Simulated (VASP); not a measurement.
Set up this calculation in VASP 6.6.1, as the native input.

- Task: single point
- Functional: PBE
- Potentials or basis: VASP PAW PBE potentials, release 64 (Si, C)
- Cutoff: 520 eV
- k mesh: 12 × 12 × 6
- Occupations: gaussian, width 0.05 eV
- Spin: no spin polarisation
- Dipole correction: no
- Further INCAR settings: ALGO = Normal; EDIFF = 1e-06; NBANDS = 16

The structure of SiC lies in POSCAR:

```
SiC
1.0
    2.8330647766      0.0000000000      0.0000000000
   -1.4165323883      2.4535060671      0.0000000000
    0.0000000000      0.0000000000      6.0435559759
Si C
2 2
Direct
    0.3333333333      0.6666666667      0.0045636718
    0.6666666667      0.3333333333      0.5045636718
    0.3333333333      0.6666666667      0.3804363282
    0.6666666667      0.3333333333      0.8804363282
```

This cell differs from its parent crystal: ratio of the length along z to the lengths across it x 1.3, volume and fractional coordinates fixed.

The input as run:

INCAR

```
ALGO = Normal
EDIFF = 1E-6
ENCUT = 520
GGA = PE
ISIF = 2
ISMEAR = 0
LASPH = T
LCHARG = F
LREAL = F
LWAVE = F
NBANDS = 16
NELM = 60
PREC = Accurate
SIGMA = 0.05
```

KPOINTS

```
k-points
0
Gamma
  12 12 6
```

Potentials or basis: VASP PAW PBE potentials, release 64 (Si, C).

Run with:

```bash
$ cat potpaw_PBE.64/Si/POTCAR potpaw_PBE.64/C/POTCAR > POTCAR
$ mpirun -np 1 vasp_std > vasp.out
```

It gave:

- Pressure: 18.3 GPa
- Largest force: 0.030 eV/Å
- Band gap on the k mesh: zero (band 8 reaches 8.72 eV, above the bottom of band 9 at 8.58 eV)

Run time: 21 s on 1 thread of Intel(R) Xeon(R) Platinum 8559C (Emerald Rapids) (shared host), peak memory 0.19 GiB.
